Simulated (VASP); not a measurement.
# Ba (C2/c) in VASP: a series of runs, part 2 of 2

VASP 6.6.1. The steps go on from the part before.

## 3. Single point, PBEsol (54.38 Å³/atom)

Contents of INCAR:

```
SYSTEM = Ba
PREC     = Accurate       ! precision mode
ENCUT    = 520            ! plane-wave cutoff, eV
EDIFF    = 1E-6           ! SCF threshold, eV
ISMEAR   = -1             ! smearing method
SIGMA    = 0.1            ! smearing width, eV
LREAL    = .False.        ! projectors in reciprocal space
LASPH    = .True.         ! aspherical terms in the spheres
NELM     = 60             ! most SCF steps
ALGO     = Normal         ! electronic algorithm
ISIF     = 2              ! what is computed and relaxed
LWAVE    = .False.        ! write WAVECAR
LCHARG   = .False.        ! write CHGCAR
GGA      = PS             ! functional
NBANDS   = 17             ! bands
```

Contents of KPOINTS:

```
Automatic mesh
0
Gamma
  10 10 7
  0 0 0
```

Contents of POSCAR:

```
Ba
1.0
   -3.6853240576      3.6846331012      2.0007038245
    3.6846331012     -3.6853240576      2.0007038245
    3.6880575346      3.6880575346     -2.0019693125
Ba
2
Direct
    0.0000574914      0.9999425086      0.0000000000
    0.7499425086      0.2500574914      0.5000000000
```

Potentials or basis: VASP PAW PBE potentials, release 64 (Ba_sv).

On the command line:

```sh
cat potpaw_PBE.64/Ba_sv/POTCAR > POTCAR
mpirun -np 1 vasp_std > vasp.out
```

OUTCAR:

```text
SYSTEM = Ba
   PREC = Accurate
   ENCUT = 520
   EDIFF = 1E-6
   ISMEAR = -1
   LREAL = .False.
   LASPH = .True.
   NELM = 60
   ISIF = 2
   GGA = PS

 ion  position               nearest neighbor table
   1  0.000  1.000  0.000-   2 3.82   2 3.82   2 3.82   2 3.82
   2  0.750  0.250  0.500-   1 3.82   1 3.82   1 3.82   1 3.82

  Warning from LATTYP: Got some problem with cell dimensions!
  Tried to take original basis but could not verify dimensions!
  LATTYP: Found a base centered monoclinic cell.
 ALAT       =     4.0014077683
 B/A-ratio  =     2.6047566186
 C/A-ratio  =     1.3957335636
 COS(beta)  =    -0.3577799305

  Lattice vectors:

 A1 = (   3.6853240576,  -3.6846331012,  -2.0007038245)
 A2 = (  -3.6846331012,   3.6853240576,  -2.0007038245)
 A3 = (   3.6873665782,   3.6873665782,   1.9994383365)

Analysis of symmetry for initial positions (statically):
=====================================================================
 Subroutine PRICEL returns:
 Original cell was already a primitive cell.

 Routine SETGRP: Setting up the symmetry group for a
 base centered monoclinic supercell.

 Subroutine GETGRP returns: Found  4 space group operations
 (whereof  2 operations were pure point group operations)
 out of a pool of  4 trial point group operations.

The static configuration has the point symmetry C_2 .
 The point group associated with its full space group is C_2h.

Analysis of symmetry for dynamics (positions and initial velocities):
=====================================================================
 Subroutine PRICEL returns:
 Original cell was already a primitive cell.

 Routine SETGRP: Setting up the symmetry group for a
 base centered monoclinic supercell.

 Subroutine GETGRP returns: Found  4 space group operations
 (whereof  2 operations were pure point group operations)
[... 118 lines left out ...]
   ISMEAR =    -1;   SIGMA  =   0.10  broadening in eV -4-tet -1-fermi 0-gaus
   EFERMI_NEDOS =   21; number of points for ismear=-14 and -15
   IALGO  =     38    algorithm
   IMIX   =      4    mixing-type and parameters
     AMIX     =   0.40;   BMIX     =  1.00
     AMIX_MAG =   1.60;   BMIX_MAG =  1.00
  volume/ion in A,a.u.               =      54.38       366.95
  Fermi-wavevector in a.u.,A,eV,Ry     =   0.930979  1.759295 11.792469  0.866722
  Thomas-Fermi vector in A             =   2.057424
   LORBIT       =      0    0 simple, 1 ext, 2 COOP (PROOUT), +10 PAW based schemes
   GGA     = PS    functional components
   LHFCALC =     F    Hartree Fock is set to
   AEXX    =    0.0000 exact exchange contribution
   IVDW    =     0    specifies the selected vdW correction
   LEPSILON=     F    determine dielectric tensor
   LRPA    =     F    only Hartree local field effects (RPA)
 non-spin polarized calculation
  energy-cutoff  :      520.00
  volume of cell :      108.75
 maximum number of plane-waves:      2958
 NGX is ok and might be reduce to    42
   NGX = 21   NGY = 21   NGZ = 21

 number of electron      20.0000001 magnetization

 Free energy of the ion-electron system (eV)
  ---------------------------------------------------
  ext. energy  EPLUGINS =         0.00000000
  ---------------------------------------------------
  free energy    TOTEN  =        -4.00216736 eV

  energy without entropy =       -3.93220902  energy(sigma->0) =       -3.96718819

 E-fermi :   1.9744     XC(G=0):  -7.9910

 val. band max:        1.9641113374   @ k =  -0.1000  -0.3000   0.1429
 cond. band min:       1.9775955479   @ k =  -0.1000  -0.3000   0.2857
 fundamental gap:      0.0134842106
 Fermi energy:         1.9744172979

 k-point     1 :       0.0000    0.0000    0.0000
  band No.  band energies     occupation
      1     -26.8450      2.00000
      2     -26.6618      2.00000
      3     -12.3504      2.00000
      4     -12.3491      2.00000
      5     -11.6214      2.00000
      6     -11.6112      2.00000
[... 457 lines left out ...]
      4     -12.1546      2.00000
      5     -12.0951      2.00000
      6     -11.9287      2.00000
[... 9 lines left out ...]
     16       4.9456      0.00000
     17       5.0845      0.00000

 [... further k-points ...]

------------------------ aborting loop because EDIFF is reached ----------------------------------------

  FORCE on cell =-STRESS in cart. coord.  units (eV):
  Direction    XX          YY          ZZ          XY          YZ          ZX
  --------------------------------------------------------------------------------------
  -------------------------------------------------------------------------------------
  Total        0.1248026      0.1248026      0.1133982      0.0008322      0.0011395      0.0011395
  in kB        1.8386520      1.8386520      1.6706361      0.0122608      0.0167881      0.0167882
  external PRESSURE =       1.7826467 kB  Pullay stress =       0.0000000 kB

 VOLUME and BASIS-vectors are now :
 -----------------------------------------------------------------------------
  energy-cutoff  :      520.00
  volume of cell :      108.75
      direct lattice vectors                 reciprocal lattice vectors
    -3.685324058  3.684633101  2.000703824    -0.000007404  0.135678596  0.249935480
     3.684633101 -3.685324058  2.000703824     0.135678596 -0.000007404  0.249935480
     3.688057535  3.688057535 -2.001969312     0.135585431  0.135585431  0.000046825

 POSITION                                       TOTAL-FORCE (eV/Angst)
 -----------------------------------------------------------------------------------
      3.68421     -3.68490      2.00070         0.001389     -0.001389     -0.000000
      0.00162      3.68575      0.99972        -0.001389      0.001389      0.000000
 -----------------------------------------------------------------------------------
    total drift:                               -0.000000     -0.000000      0.000000

  FREE ENERGIE OF THE ION-ELECTRON SYSTEM (eV)
  ---------------------------------------------------
  free  energy   TOTEN  =        -4.0021673582 eV

  energy  without entropy=       -3.9322090234  energy(sigma->0) =       -3.96718819
```

OSZICAR:

```text
N       E                     dE             d eps       ncg     rms          rms(c)
DAV:   1     0.136159775311E+03    0.13616E+03   -0.84221E+03  6664   0.989E+02
DAV:   2     0.445411516161E+01   -0.13171E+03   -0.12837E+03  9923   0.191E+02
DAV:   3    -0.377587420267E+01   -0.82300E+01   -0.81709E+01  9064   0.491E+01
DAV:   4    -0.401922908390E+01   -0.24335E+00   -0.24319E+00 10000   0.697E+00
DAV:   5    -0.402151152084E+01   -0.22824E-02   -0.22822E-02  9315   0.662E-01    0.309E+00
DAV:   6    -0.400819542514E+01    0.13316E-01   -0.17420E-02  8634   0.962E-01    0.179E+00
DAV:   7    -0.400191168713E+01    0.62837E-02   -0.30792E-02  9730   0.124E+00    0.850E-02
DAV:   8    -0.400217195798E+01   -0.26027E-03   -0.10586E-03  9383   0.202E-01    0.176E-02
DAV:   9    -0.400217243108E+01   -0.47309E-06   -0.13684E-05  8587   0.216E-02    0.666E-03
DAV:  10    -0.400216745025E+01    0.49808E-05   -0.54165E-06  9345   0.120E-02    0.174E-03
DAV:  11    -0.400216735824E+01    0.92011E-07   -0.82136E-08  4881   0.233E-03
   1 F= -.40021674E+01 E0= -.39671882E+01  d E =-.699583E-01
```

stdout:

```text
POSCAR found type information on POSCAR Ba
 POSCAR found :  1 types and       2 ions
 scaLAPACK will be used
 -----------------------------------------------------------------------------
|                                                                             |
|                                                                             |
|     You enforced a specific xc type in the INCAR file but a different       |
|     I HOPE YOU KNOW WHAT YOU ARE DOING!                                     |
|                                                                             |
 -----------------------------------------------------------------------------

 LDA part: xc-table for (Slater+PW92), standard interpolation
 POSCAR, INCAR and KPOINTS ok, starting setup
 FFT: planning ... GRIDC
 FFT: planning ... GRID_SOFT
 FFT: planning ... GRID
 WAVECAR not read
 entering main loop
```

Wall time 2.7 min (1 thread of AMD EPYC 9R45 (Zen 5), shared host); peak memory 0.43 GiB.

Results:

- Free energy: -4.0022 eV
- Pressure: 0.2 GPa
- Band gap on the k mesh: zero (bands 10 and 11 overlap by 0.33 eV)

Levels at points of the mesh, in eV from the Fermi level:
```csv
k point,band 6,band 7,band 8,band 9,band 10,band 11,band 12,band 13,band 14,band 15
"(0.00, 0.00, 0.00)",-13.59,-13.54,-13.54,-2.67,-1.02,0.38,0.41,1.10,3.19,3.19
"(0.50, 0.00, 0.00)",-13.86,-13.78,-13.49,-0.69,-0.57,0.30,1.01,1.70,2.06,2.13
"(0.50, 0.50, 0.00)",-13.99,-13.54,-13.54,-0.96,-0.96,0.65,0.65,1.72,1.72,2.49
```

Caveat: the PAW data sets were made with another functional, which shifts forces and pressure a little; spin-orbit coupling is left out, which moves the levels of the heavy elements.

## 4. Single point, PBEsol (56.55 Å³/atom)

This run uses another cell than the first one, of 56.55 Å³/atom.

Contents of INCAR:

```
SYSTEM = Ba
PREC     = Accurate       ! precision mode
ENCUT    = 520            ! plane-wave cutoff, eV
EDIFF    = 1E-7           ! SCF threshold, eV
ISMEAR   = -1             ! smearing method
SIGMA    = 0.1            ! smearing width, eV
LREAL    = .FALSE.        ! projectors in reciprocal space
LASPH    = .TRUE.         ! aspherical terms in the spheres
NELM     = 100            ! most SCF steps
ALGO     = Normal         ! electronic algorithm
ISIF     = 2              ! what is computed and relaxed
LWAVE    = .FALSE.        ! write WAVECAR
LCHARG   = .FALSE.        ! write CHGCAR
GGA      = PS             ! functional
NBANDS   = 17             ! bands
```

Contents of KPOINTS:

```
regular mesh
0
G
  10 10 7
  0 0 0
```

Contents of POSCAR:

```
Ba
1.0
   -3.7338207251      3.7331206761      2.0270318941
    3.7331206761     -3.7338207251      2.0270318941
    3.7365901730      3.7365901730     -2.0283140351
Ba
2
Direct
    0.0000574914      0.9999425086      0.0000000000
    0.7499425086      0.2500574914      0.5000000000
```

Potentials or basis: VASP PAW PBE potentials, release 64 (Ba_sv).

On the command line:

```sh
cat potpaw_PBE.64/Ba_sv/POTCAR > POTCAR
mpirun -np 1 vasp_std > vasp.out
```

OUTCAR:

```text
SYSTEM = Ba
   PREC = Accurate
   ENCUT = 520
   EDIFF = 1E-7
   ISMEAR = -1
   LREAL = .FALSE.
   LASPH = .TRUE.
   NELM = 100
   ISIF = 2
   GGA = PS

 ion  position               nearest neighbor table
   1  0.000  1.000  0.000-   2 3.87   2 3.87   2 3.87   2 3.87
   2  0.750  0.250  0.500-   1 3.87   1 3.87   1 3.87   1 3.87

  Warning from LATTYP: Got some problem with cell dimensions!
  Tried to take original basis but could not verify dimensions!
  LATTYP: Found a base centered monoclinic cell.
 ALAT       =     4.0540639091
 B/A-ratio  =     2.6047566185
 C/A-ratio  =     1.3957335636
 COS(beta)  =    -0.3577799305

  Lattice vectors:

 A1 = (   3.7338207251,  -3.7331206761,  -2.0270318941)
 A2 = (  -3.7331206761,   3.7338207251,  -2.0270318941)
 A3 = (   3.7358901240,   3.7358901240,   2.0257497531)

Analysis of symmetry for initial positions (statically):
=====================================================================
 Subroutine PRICEL returns:
 Original cell was already a primitive cell.

[... 166 lines left out ...]
  free energy    TOTEN  =        -4.00233692 eV

  energy without entropy =       -3.92918464  energy(sigma->0) =       -3.96576078

 E-fermi :   1.8298     XC(G=0):  -7.8555

 val. band max:        1.8197672191   @ k =  -0.2000  -0.2000   0.2857
 cond. band min:       1.8353289510   @ k =  -0.1000  -0.3000   0.1429
 fundamental gap:      0.0155617318
 Fermi energy:         1.8298250575

 k-point     1 :       0.0000    0.0000    0.0000
  band No.  band energies     occupation
      1     -27.0305      2.00000
      2     -26.8727      2.00000
      3     -12.5016      2.00000
      4     -12.5004      2.00000
      5     -11.8470      2.00000
      6     -11.8376      2.00000
[... 457 lines left out ...]
      4     -12.3248      2.00000
      5     -12.2692      2.00000
      6     -12.1205      2.00000
[... 9 lines left out ...]
     16       4.7099      0.00000
     17       4.8123      0.00000

 [... further k-points ...]

------------------------ aborting loop because EDIFF is reached ----------------------------------------

  FORCE on cell =-STRESS in cart. coord.  units (eV):
  Direction    XX          YY          ZZ          XY          YZ          ZX
  --------------------------------------------------------------------------------------
  -------------------------------------------------------------------------------------
  Total       -0.1009006     -0.1009006     -0.1360173      0.0012284      0.0010352      0.0010352
  in kB       -1.4293420     -1.4293420     -1.9267997      0.0174012      0.0146645      0.0146646
  external PRESSURE =      -1.5951612 kB  Pullay stress =       0.0000000 kB

 VOLUME and BASIS-vectors are now :
 -----------------------------------------------------------------------------
  energy-cutoff  :      520.00
  volume of cell :      113.10
      direct lattice vectors                 reciprocal lattice vectors
    -3.733820725  3.733120676  2.027031894    -0.000007307  0.133916336  0.246689198
     3.733120676 -3.733820725  2.027031894     0.133916336 -0.000007307  0.246689198
     3.736590173  3.736590173 -2.028314035     0.133824382  0.133824382  0.000046217

 POSITION                                       TOTAL-FORCE (eV/Angst)
 -----------------------------------------------------------------------------------
      3.73269     -3.73339      2.02703         0.001535     -0.001535     -0.000000
      0.00164      3.73425      1.01287        -0.001535      0.001535      0.000000
 -----------------------------------------------------------------------------------
    total drift:                               -0.000000     -0.000000      0.000000

  FREE ENERGIE OF THE ION-ELECTRON SYSTEM (eV)
  ---------------------------------------------------
  free  energy   TOTEN  =        -4.0023369241 eV

  energy  without entropy=       -3.9291846415  energy(sigma->0) =       -3.96576078
```

OSZICAR:

```text
N       E                     dE             d eps       ncg     rms          rms(c)
DAV:   1     0.137127089781E+03    0.13713E+03   -0.83546E+03  6664   0.983E+02
DAV:   2     0.462818179283E+01   -0.13250E+03   -0.12931E+03  9947   0.190E+02
DAV:   3    -0.377221477074E+01   -0.84004E+01   -0.83499E+01  9109   0.494E+01
DAV:   4    -0.401370447805E+01   -0.24149E+00   -0.24135E+00 10011   0.697E+00
DAV:   5    -0.401582856220E+01   -0.21241E-02   -0.21239E-02  9308   0.659E-01    0.290E+00
DAV:   6    -0.400645207218E+01    0.93765E-02   -0.14323E-02  8713   0.898E-01    0.168E+00
DAV:   7    -0.400205915470E+01    0.43929E-02   -0.26707E-02  9758   0.119E+00    0.796E-02
DAV:   8    -0.400233779926E+01   -0.27864E-03   -0.89203E-04  9519   0.183E-01    0.157E-02
DAV:   9    -0.400234158798E+01   -0.37887E-05   -0.13283E-05  8398   0.199E-02    0.589E-03
DAV:  10    -0.400233730985E+01    0.42781E-05   -0.39256E-06  9419   0.102E-02    0.155E-03
DAV:  11    -0.400233715191E+01    0.15795E-06   -0.58967E-08  6669   0.192E-03    0.597E-04
DAV:  12    -0.400233691761E+01    0.23429E-06   -0.18339E-08  5496   0.969E-04    0.604E-05
DAV:  13    -0.400233692412E+01   -0.65095E-08   -0.27204E-09  4384   0.309E-04
   1 F= -.40023369E+01 E0= -.39657608E+01  d E =-.731523E-01
```

stdout:

```text
POSCAR found type information on POSCAR Ba
 POSCAR found :  1 types and       2 ions
 scaLAPACK will be used
 -----------------------------------------------------------------------------
|                                                                             |
|                                                                             |
|     You enforced a specific xc type in the INCAR file but a different       |
|     I HOPE YOU KNOW WHAT YOU ARE DOING!                                     |
|                                                                             |
 -----------------------------------------------------------------------------

 LDA part: xc-table for (Slater+PW92), standard interpolation
 POSCAR, INCAR and KPOINTS ok, starting setup
 FFT: planning ... GRIDC
 FFT: planning ... GRID_SOFT
 FFT: planning ... GRID
 WAVECAR not read
 entering main loop
```

Run time: 3 min. Hardware: 1 thread of AMD EPYC 9R45 (Zen 5), shared host; peak memory 0.45 GiB.

Results:

* Free energy: -4.0023 eV
* Pressure: -0.2 GPa
* Band gap on the k mesh: zero (bands 10 and 11 overlap by 0.25 eV)

Forces on the atoms (eV/Å):
```
Ba   0.002 -0.002  0.000
Ba  -0.002  0.002  0.000
```

Levels at points of the mesh, in eV from the Fermi level:
| k point | band 6 | band 7 | band 8 | band 9 | band 10 | band 11 | band 12 | band 13 | band 14 | band 15 |
| --- | --- | --- | --- | --- | --- | --- | --- | --- | --- | --- |
| (0.00, 0.00, 0.00) | -13.67 | -13.62 | -13.62 | -2.66 | -0.94 | 0.37 | 0.43 | 1.10 | 3.12 | 3.12 |
| (0.50, 0.00, 0.00) | -13.92 | -13.84 | -13.58 | -0.67 | -0.52 | 0.30 | 0.98 | 1.58 | 2.03 | 2.05 |
| (0.50, 0.50, 0.00) | -14.03 | -13.63 | -13.63 | -0.99 | -0.99 | 0.65 | 0.65 | 1.65 | 1.65 | 2.40 |

Caveat: the PAW data sets were made with another functional, which shifts forces and pressure a little; spin-orbit coupling is left out, which moves the levels of the heavy elements.

## 5. The runs side by side

| cell | k mesh | gap on the mesh (eV) | pressure (GPa) |
| --- | --- | --- | --- |
| a = 5.582, b = 5.582, c = 5.587 Å, angles 97.4, 97.4, 138.0°, 2 atoms | 8 × 8 × 6 | none | 0.2 |
| a = 5.582, b = 5.582, c = 5.587 Å, angles 97.4, 97.4, 138.0°, 2 atoms | 10 × 10 × 7 | none | 0.2 |
| a = 5.656, b = 5.656, c = 5.660 Å, angles 97.4, 97.4, 138.0°, 2 atoms | 10 × 10 × 7 | none | -0.2 |

Alike in all rows: task single point; level PBEsol; potentials or basis VASP PAW PBE potentials, release 64 (Ba_sv); no spin polarisation; cutoff (eV) 520; smearing fermi-dirac 0.1 eV.

Caveats: the PAW data sets were made with another functional, which shifts forces and pressure a little; spin-orbit coupling is left out, which moves the levels of the heavy elements.

Total energies depend on the potentials used, so only differences within one code and one set of settings carry meaning.
